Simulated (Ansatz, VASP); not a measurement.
**Rh in VASP and in Ansatz**

File INCAR:

```
SYSTEM = Rh
  PREC = Accurate
  ENCUT = 400
  EDIFF = 1E-8
  ISMEAR = -1
  SIGMA = 0.08
  LREAL = .FALSE.
  LASPH = .TRUE.
  NELM = 120
  ALGO = Normal
  ISIF = 2
  LWAVE = .FALSE.
  LCHARG = .FALSE.
  GGA = PE
  LEFG = .TRUE.
  NBANDS = 14
  GGA_COMPAT = .FALSE.
```

The input KPOINTS:

```
Automatic mesh
0
G
  16 16 16
  0 0 0
```

POSCAR

```
Rh
1.0
    0.0000000000      1.9015500000      1.9395810000
    1.9015500000      0.0000000000      1.9395810000
    1.9015500000      1.9015500000      0.0000000000
Rh
1
Direct
    0.0000000000      0.0000000000      0.0000000000
```

Input for Ansatz:

```yaml
crystal:
  lattice:
    - [0.0, 1.90155, 1.939581]
    - [1.90155, 0.0, 1.939581]
    - [1.90155, 1.90155, 0.0]
  atoms:
    - { symbol: Rh, position: [0.0, 0.0, 0.0] }
kpoints:
  mp_grid: { grid: [16, 16, 16] }
scf:
  occupations: { method: fermi_dirac, width: 0.08 }
hamiltonian:
  xc: pbe
  pseudopotentials: { kind: all_electron, datasets: crystal }
output:
  forces: true
  stress: true
  eigenvalues: true
  efg: { contact_densities: true }
```

Change from the starting cell: zz strain of +2 %, crystal datasets.

Alike in both runs: task electric field gradients; functional PBE; k mesh 16 × 16 × 16; occupations fermi-dirac, width 0.08 eV; no spin polarisation.

|  | VASP | Ansatz |
| --- | --- | --- |
| version | VASP 6.6.1 | Ansatz 0.2.0 |
| potentials or method | VASP PAW PBE potentials, release 64 (Rh_pv), cutoff 400 eV | all-electron PAW with datasets made for the crystal, scalar-relativistic |

|  | VASP | Ansatz | Ansatz less VASP |
| --- | --- | --- | --- |
| pressure (GPa) | -0.5 | 0.6 | +1.19 |
| traceless stress, the component that is largest in VASP (GPa) | -3.03 | -3.05 | -0.019 |
| size of Vzz on the site where it differs most (V/Å²) | 1.5 | 1.7 | +0.24 |

Ansatz ran all-electron here, and VASP with PAW potentials.
